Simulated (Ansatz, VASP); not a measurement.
Two plane-wave programs on TaN

```
Ta N
1.0
     0.00000    2.15721    2.17900
     2.15721    0.00000    2.17900
     2.15721    2.15721    0.00000
Ta N
1 1
Cartesian
  2.1572 2.1572 2.1790
  0.0000 0.0000 0.0000
```

Change from the starting cell: equal xx and yy strain of -1 %, PAW files.

Alike in both runs: task electric field gradients; functional PBEsol; k mesh 9 × 9 × 9; occupations fermi-dirac, width 0.02 eV; no spin polarisation.

|  | VASP | Ansatz |
| --- | --- | --- |
| version | VASP 6.6.1 | Ansatz 0.2.0 |
| potentials or method | VASP PAW PBE potentials, release 64 (Ta_sv_GW, N) | PAW with Ansatz's default frozen-core files, scalar-relativistic |
| plane-wave cutoff (eV) | 520 | 420 |
| valence electrons in the cell | 18 | 18 |

```tsv
	VASP	Ansatz	Ansatz less VASP
pressure (GPa)	12.2	12.3	+0.12
traceless stress, the component that is largest in VASP (GPa)	-5.99	-5.97	+0.011
size of Vzz on the site where it differs most (V/Å²)	52.7	53.0	+0.31
```

VASP's potentials were made for PBE, not for PBEsol. The functional is the same, so the differences come from potentials, cutoffs and numerics.

Neither program's run includes spin-orbit coupling.
